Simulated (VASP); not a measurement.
# PbS (P4/nmm) in VASP: a series of runs

PbS is run at these levels: LDA, r2SCAN, PBE+D3(BJ); tasks: single point.

Program: VASP 6.6.1. These are calculated values, not measurements. Logs are shortened: lines on timing, memory, paths and dates and some standing lists are left out, and cuts for length are marked.

## (1) The cell of the first run

The typed cell holds 4 atoms: a = 4.196 Å, b = 4.196 Å, c = 5.935 Å, α = 90.00°, β = 90.00°, γ = 90.00°.

## (2) Single point, LDA

Contents of INCAR:

```
SYSTEM = PbS
PREC = Accurate
ENCUT = 520
EDIFF = 1E-6
ISMEAR = 0
SIGMA = 0.02
LREAL = .FALSE.
LASPH = .TRUE.
NELM = 100
ALGO = Normal
ISIF = 2
LWAVE = .FALSE.
LCHARG = .TRUE.
GGA = CA
LELF = .TRUE.
LVHAR = .TRUE.
NBANDS = 28
```

Contents of KPOINTS:

```
regular mesh
0
G
  8 8 6
  0 0 0
```

Contents of POSCAR:

```
PbS
1.0
    2.9614765721     -2.9670407458      0.1816208973
    2.9614765721      2.9670407458      0.1816208973
   -0.3633243756      0.0000000000      5.9243026098
Pb S
2 2
Direct
    0.7499985725      0.7499985725      0.7499492225
    0.2500014275      0.2500014275      0.2500507775
    0.2500053769      0.2500053769      0.7498460568
    0.7499946231      0.7499946231      0.2501539432
```

Potentials or basis: VASP PAW LDA potentials, release 64 (Pb_d, S).

Launch:

```sh
> cat potpaw_LDA.64/Pb_d/POTCAR potpaw_LDA.64/S/POTCAR > POTCAR
> mpirun -np 1 vasp_std > vasp.out
```

OUTCAR:

```text
SYSTEM = PbS
   PREC = Accurate
   ENCUT = 520
   EDIFF = 1E-6
   ISMEAR = 0
   LREAL = .FALSE.
   LASPH = .TRUE.
   NELM = 100
   ISIF = 2
   GGA = CA

 ion  position               nearest neighbor table
   1  0.750  0.750  0.750-   4 2.97   3 2.97   3 2.97   3 2.97   3 2.97   4 2.97
   2  0.250  0.250  0.250-   3 2.97   4 2.97   4 2.97   4 2.97   4 2.97   3 2.97
   3  0.250  0.250  0.750-   2 2.97   1 2.97   1 2.97   1 2.97   1 2.97   2 2.97
   4  0.750  0.750  0.250-   1 2.97   2 2.97   2 2.97   2 2.97   2 2.97   1 2.97

  LATTYP: Found a simple tetragonal cell.
 ALAT       =     4.1960291258
 C/A-ratio  =     1.4145357232

  Lattice vectors:

 A1 = (   2.9614765721,  -2.9670407458,   0.1816208973)
 A2 = (   2.9614765721,   2.9670407458,   0.1816208973)
 A3 = (  -0.3633243756,   0.0000000000,   5.9243026098)

Analysis of symmetry for initial positions (statically):
=====================================================================
 Subroutine PRICEL returns:
 Original cell was already a primitive cell.

 Routine SETGRP: Setting up the symmetry group for a
 simple tetragonal supercell.

 Subroutine GETGRP returns: Found  4 space group operations
 (whereof  4 operations were pure point group operations)
 out of a pool of 16 trial point group operations.

The static configuration has the point symmetry C_2h.

Analysis of symmetry for dynamics (positions and initial velocities):
=====================================================================
 Subroutine PRICEL returns:
 Original cell was already a primitive cell.

 Routine SETGRP: Setting up the symmetry group for a
 simple tetragonal supercell.

 Subroutine GETGRP returns: Found  4 space group operations
 (whereof  4 operations were pure point group operations)
 out of a pool of 16 trial point group operations.

The dynamic configuration has the point symmetry C_2h.

 Subroutine INISYM returns: Found  4 space group operations
 (whereof  4 operations are pure point group operations),
 and found     1 'primitive' translations

----------------------------------------------------------------------------------------

                                     Primitive cell

  volume of cell :     104.5032

  direct lattice vectors                    reciprocal lattice vectors
     2.961476572 -2.967040746  0.181620897     0.168202072 -0.168518077  0.010315461
     2.961476572  2.967040746  0.181620897     0.168202072  0.168518077  0.010315461
    -0.363324376  0.000000000  5.924302610    -0.010313116  0.000000000  0.168163759

  length of vectors
     4.196029126  4.196029126  5.935433094     0.238320557  0.238320557  0.168479702

  position of ions in fractional coordinates (direct lattice)
     0.749998572  0.749998572  0.749949222
     0.250001428  0.250001428  0.250050778
     0.250005377  0.250005377  0.749846057
     0.749994623  0.749994623  0.250153943

  ion indices of the primitive-cell ions
   primitive index   ion index
                 1           1
                 2           2
                 3           3
                 4           4

----------------------------------------------------------------------------------------

 KPOINTS: regular mesh

Automatic generation of k-mesh.
 Grid dimensions read from file:
 generate k-points for:    8    8    6

 Generating k-lattice:

  Cartesian coordinates                     Fractional coordinates (reciprocal lattice)
     0.021025259 -0.021064760  0.001289433     0.125000000  0.000000000  0.000000000
     0.021025259  0.021064760  0.001289433     0.000000000  0.125000000  0.000000000
    -0.001718853  0.000000000  0.028027293     0.000000000  0.000000000  0.166666667

  Length of vectors
     0.029790070  0.029790070  0.028079950

  Shift w.r.t. Gamma in fractional coordinates (k-lattice)
     0.000000000  0.000000000  0.000000000

 Subroutine IBZKPT returns following result:
 ===========================================

 Found    114 irreducible k-points:

 Following reciprocal coordinates:
            Coordinates               Weight
  0.000000  0.000000  0.000000      1.000000
  0.125000  0.000000  0.000000      4.000000
  0.250000  0.000000  0.000000      4.000000
  0.375000 -0.000000  0.000000      4.000000
  0.500000  0.000000  0.000000      2.000000
  0.125000  0.125000  0.000000      2.000000
[... 16 lines left out ...]
  0.125000  0.000000  0.166667      4.000000
 -0.125000 -0.000000  0.166667      4.000000
 [... further k-points ...]
   k-points           NKPTS =    114   k-points in BZ     NKDIM =    114   number of bands    NBANDS=     28
   number of dos      NEDOS =    301   number of ions     NIONS =      4
   total plane-waves  NPLWV =  49152
   dimension x,y,z NGX =    32 NGY =   32 NGZ =   48
   dimension x,y,z NGXF=    64 NGYF=   64 NGZF=   96
   ions per type =               2   2
   NGX,Y,Z   is equivalent  to a cutoff of  12.68, 12.68, 13.44 a.u.
   NGXF,Y,Z  is equivalent  to a cutoff of  25.36, 25.36, 26.89 a.u.
 SYSTEM =  PbS
   PREC   = accura    normal or accurate (medium, high low for compatibility)
   ISTART =      0    job   : 0-new  1-cont  2-samecut
   ICHARG =      2    charge: 1-file 2-atom 10-const
   ISPIN  =      1    spin polarized calculation?
   LNONCOLLINEAR =      F non collinear calculations
   LSORBIT =      F    spin-orbit coupling
   LASPH  =      T    aspherical Exc in radial PAW
   ENCUT  =  520.0 eV  38.22 Ry    6.18 a.u.   7.80  7.80 11.04*2*pi/ulx,y,z
   NELM   =    100;   NELMIN=  2; NELMDL= -5     # of ELM steps
   EDIFF  = 0.1E-05   stopping-criterion for ELM
   LREAL  =      F    real-space projection
   EDIFFG = 0.1E-04   stopping-criterion for IOM
   NSW    =      0    number of steps for IOM
   IBRION =     -1    ionic relax: 0-MD 1-quasi-New 2-CG
   NFREE  =      0    steps in history (QN), initial steepest desc. (CG)
   ISIF   =      2    stress and relaxation
   ISYM   =      2    0-nonsym 1-usesym 2-fastsym
   POTIM  = 0.5000    time-step for ionic-motion
   TEBEG  =    0.0;   TEEND  =   0.0 temperature during run
   PSTRESS=    0.0 pullay stress
   NELECT =      40.0000    total number of electrons
   NUPDOWN=      -1.0000    fix difference up-down
   EMIN   =  10.00;   EMAX   =-10.00  energy-range for DOS
   EFERMI =   0.00;   METHOD = LEGACY
   ISMEAR =     0;   SIGMA  =   0.02  broadening in eV -4-tet -1-fermi 0-gaus
   EFERMI_NEDOS =   21; number of points for ismear=-14 and -15
   IALGO  =     38    algorithm
   IMIX   =      4    mixing-type and parameters
     AMIX     =   0.40;   BMIX     =  1.00
     AMIX_MAG =   1.60;   BMIX_MAG =  1.00
  volume/ion in A,a.u.               =      26.13       176.31
  Fermi-wavevector in a.u.,A,eV,Ry     =   1.188644  2.246211 19.223316  1.412874
  Thomas-Fermi vector in A             =   2.324769
   LORBIT       =      0    0 simple, 1 ext, 2 COOP (PROOUT), +10 PAW based schemes
   GGA     = CA    functional components
   LHFCALC =     F    Hartree Fock is set to
   AEXX    =    0.0000 exact exchange contribution
   IVDW    =     0    specifies the selected vdW correction
   LEPSILON=     F    determine dielectric tensor
   LRPA    =     F    only Hartree local field effects (RPA)
 non-spin polarized calculation
 Gauss-broadening in eV      SIGMA  =   0.02
  energy-cutoff  :      520.00
  volume of cell :      104.50
 maximum number of plane-waves:      2848
   NGX = 15   NGY = 15   NGZ = 23

 number of electron      39.9999994 magnetization

 Free energy of the ion-electron system (eV)
  ---------------------------------------------------
  ext. energy  EPLUGINS =         0.00000000
  ---------------------------------------------------
  free energy    TOTEN  =       -19.96029356 eV

  energy without entropy =      -19.96029356  energy(sigma->0) =      -19.96029356

 E-fermi :   5.6589     XC(G=0): -10.0218

 val. band max:        5.5760681590   @ k =   0.5000  -0.0000   0.5000
 cond. band min:       5.7877237396   @ k =   0.5000  -0.0000   0.5000
 fundamental gap:      0.2116555807
 Fermi energy:         5.6588959818

 k-point     1 :       0.0000    0.0000    0.0000
  band No.  band energies     occupation
      1     -11.3418      2.00000
      2     -11.2226      2.00000
      3     -11.1964      2.00000
      4     -11.1964      2.00000
      5     -11.1962      2.00000
      6     -11.1874      2.00000
[... 20 lines left out ...]
     27      11.1320      0.00000
     28      12.2238      0.00000

 k-point     2 :       0.1250    0.0000    0.0000
  band No.  band energies     occupation
      1     -11.3305      2.00000
      2     -11.2163      2.00000
      3     -11.1965      2.00000
      4     -11.1939      2.00000
      5     -11.1938      2.00000
      6     -11.1904      2.00000
[... 20 lines left out ...]
     27      11.0216      0.00000
     28      12.1836      0.00000

 k-point     3 :       0.2500    0.0000    0.0000
  band No.  band energies     occupation
      1     -11.3016      2.00000
      2     -11.1997      2.00000
      3     -11.1990      2.00000
      4     -11.1980      2.00000
      5     -11.1955      2.00000
      6     -11.1865      2.00000
[... 20 lines left out ...]
     27      11.6752      0.00000
     28      12.5256      0.00000

 k-point     4 :       0.3750   -0.0000    0.0000
  band No.  band energies     occupation
      1     -11.2665      2.00000
      2     -11.2126      2.00000
      3     -11.2042      2.00000
      4     -11.1944      2.00000
      5     -11.1913      2.00000
      6     -11.1794      2.00000
[... 20 lines left out ...]
     27      13.1003      0.00000
     28      13.2539      0.00000

 k-point     5 :       0.5000    0.0000    0.0000
  band No.  band energies     occupation
      1     -11.2353      2.00000
      2     -11.2353      2.00000
      3     -11.2037      2.00000
      4     -11.2037      2.00000
      5     -11.1819      2.00000
      6     -11.1819      2.00000
[... 20 lines left out ...]
     27      13.7918      0.00000
     28      13.7920      0.00000

 k-point     6 :       0.1250    0.1250    0.0000
  band No.  band energies     occupation
      1     -11.3215      2.00000
      2     -11.2102      2.00000
      3     -11.2003      2.00000
      4     -11.1996      2.00000
      5     -11.1877      2.00000
      6     -11.1875      2.00000
[... 463 lines left out ...]
      5     -11.1608      2.00000
      6     -11.1608      2.00000
[... 20 lines left out ...]
     27      11.1331      0.00000
     28      11.1331      0.00000

 k-point    22 :       0.0000    0.0000    0.1667
  band No.  band energies     occupation
      1     -11.3273      2.00000
      2     -11.2208      2.00000
      3     -11.1980      2.00000
      4     -11.1926      2.00000
      5     -11.1925      2.00000
      6     -11.1925      2.00000
[... 20 lines left out ...]
     27      10.9897      0.00000
     28      11.6762      0.00000

 k-point    23 :       0.1250    0.0000    0.1667
  band No.  band energies     occupation
      1     -11.3166      2.00000
      2     -11.2148      2.00000
      3     -11.1964      2.00000
      4     -11.1954      2.00000
      5     -11.1953      2.00000
      6     -11.1863      2.00000
[... 20 lines left out ...]
     27      11.0748      0.00000
     28      12.0887      0.00000

 k-point    24 :      -0.1250   -0.0000    0.1667
  band No.  band energies     occupation
      1     -11.3166      2.00000
      2     -11.2148      2.00000
      3     -11.1964      2.00000
      4     -11.1954      2.00000
      5     -11.1953      2.00000
      6     -11.1863      2.00000
[... 20 lines left out ...]
     27      11.0748      0.00000
     28      12.0887      0.00000

 [... further k-points ...]

------------------------ aborting loop because EDIFF is reached ----------------------------------------

  FORCE on cell =-STRESS in cart. coord.  units (eV):
  Direction    XX          YY          ZZ          XY          YZ          ZX
  --------------------------------------------------------------------------------------
  -------------------------------------------------------------------------------------
  Total       -1.7086103     -1.7086617     -1.7035129      0.0000000      0.0000000     -0.0003224
  in kB      -26.1953494    -26.1961383    -26.1171992      0.0000000      0.0000000     -0.0049426
  external PRESSURE =     -26.1695623 kB  Pullay stress =       0.0000000 kB

 VOLUME and BASIS-vectors are now :
 -----------------------------------------------------------------------------
  energy-cutoff  :      520.00
  volume of cell :      104.50
      direct lattice vectors                 reciprocal lattice vectors
     2.961476572 -2.967040746  0.181620897     0.168202072 -0.168518077  0.010315461
     2.961476572  2.967040746  0.181620897     0.168202072  0.168518077  0.010315461
    -0.363324376  0.000000000  5.924302610    -0.010313116  0.000000000  0.168163759

 POSITION                                       TOTAL-FORCE (eV/Angst)
 -----------------------------------------------------------------------------------
      4.16973      0.00000      4.71536         0.000017      0.000000     -0.000027
      1.38990      0.00000      1.57219        -0.000017      0.000000      0.000027
      1.20833      0.00000      4.53313        -0.000063      0.000000      0.000581
      4.35130      0.00000      1.75442         0.000063      0.000000     -0.000581
 -----------------------------------------------------------------------------------
    total drift:                                0.000000      0.000000      0.000000

  FREE ENERGIE OF THE ION-ELECTRON SYSTEM (eV)
  ---------------------------------------------------
  free  energy   TOTEN  =       -19.9602935601 eV

  energy  without entropy=      -19.9602935601  energy(sigma->0) =      -19.96029356
```

It took 3.7 min on 1 thread of AMD EPYC 7R43 (Zen 3), shared host; peak memory 0.34 GiB.

Results:

```
Free energy            : -19.9603 eV
Pressure               : -2.6 GPa
Band gap on the k mesh : 0.21 eV
```

Levels at points of the mesh, in eV from the valence-band top:
```
           k point  band 18  band 19  band 20  band 21  band 22  band 23
(0.00, 0.00, 0.00)    -2.15    -2.15    -2.15     3.73     5.06     5.07
(0.50, 0.00, 0.00)    -1.88    -0.82    -0.82     1.31     1.31     2.32
(0.50, 0.50, 0.00)    -3.45    -3.45    -3.45     3.73     3.73     5.46
(0.00, 0.00, 0.50)    -2.83    -1.75    -1.74     2.32     2.33     4.61
(0.50, 0.00, 0.50)    -1.75     0.00     0.00     0.21     0.21     1.84
(0.50, 0.50, 0.50)    -4.46    -1.01    -1.01     2.05     2.05     4.56
```

Caveat: spin-orbit coupling is left out, which moves the levels of the heavy elements. A k mesh can miss the band edges.

## (3) Single point, r2SCAN

POSCAR is that of step 2.

Contents of INCAR.step1:

```
ALGO     = Normal         # electronic algorithm
EDIFF    = 1E-4           # SCF threshold, eV
ENCUT    = 520            # plane-wave cutoff, eV
GGA      = PE             # functional
ISMEAR   = 0              # smearing method
LASPH    = T              # aspherical terms in the spheres
LCHARG   = F              # write CHGCAR
LREAL    = F              # projectors in reciprocal space
LWAVE    = T              # write WAVECAR
NBANDS   = 28             # bands
NELM     = 80             # most SCF steps
PREC     = Accurate       # precision mode
SIGMA    = 0.02           # smearing width, eV
```

Contents of INCAR.step2:

```
ALGO     = Normal         # electronic algorithm
EDIFF    = 1E-6           # SCF threshold, eV
ENCUT    = 520            # plane-wave cutoff, eV
ISIF     = 2              # what is computed and relaxed
ISMEAR   = 0              # smearing method
ISTART   = 1            
LASPH    = T              # aspherical terms in the spheres
LCHARG   = T              # write CHGCAR
LELF     = T              # ELF
LMIXTAU  = T            
LREAL    = F              # projectors in reciprocal space
LVHAR    = T            
LWAVE    = F              # write WAVECAR
METAGGA  = R2SCAN         # meta-GGA
NBANDS   = 28             # bands
NELM     = 80             # most SCF steps
PREC     = Accurate       # precision mode
SIGMA    = 0.02           # smearing width, eV
```

Contents of KPOINTS:

```
k-points
0
Gamma
  8 8 6
```

Potentials or basis: VASP PAW PBE potentials, release 64 (Pb_d, S).

Launch:

```sh
> cat potpaw_PBE.64/Pb_d/POTCAR potpaw_PBE.64/S/POTCAR > POTCAR
> cp INCAR.step1 INCAR
> mpirun -np 1 vasp_std > vasp.out
> cp INCAR.step2 INCAR
> mpirun -np 1 vasp_std > vasp.out
```

Run time: 20 min. Hardware: 1 thread of AMD EPYC 7R43 (Zen 3), shared host; peak memory 0.39 GiB.

It converged, with:

| Quantity | Value |
| --- | --- |
| Free energy | -131.2152 eV |
| Pressure | 1.2 GPa |
| Band gap on the k mesh | 0.63 eV |

Levels at points of the mesh, in eV from the valence-band top:
```tsv
k point	band 18	band 19	band 20	band 21	band 22	band 23
(0.00, 0.00, 0.00)	-2.33	-2.33	-2.33	4.15	5.54	5.55
(0.50, 0.00, 0.00)	-2.04	-0.83	-0.83	1.69	1.69	2.66
(0.50, 0.50, 0.00)	-3.61	-3.61	-3.61	4.15	4.15	6.00
(0.00, 0.00, 0.50)	-2.99	-1.80	-1.80	2.69	2.70	5.06
(0.50, 0.00, 0.50)	-1.93	0.00	0.00	0.63	0.63	2.18
(0.50, 0.50, 0.50)	-4.60	-1.12	-1.12	2.46	2.46	5.00
```

Caveat: the PAW data sets were made with another functional, which shifts forces and pressure a little; spin-orbit coupling is left out, which moves the levels of the heavy elements.

(Continued in part 2 of 2.)
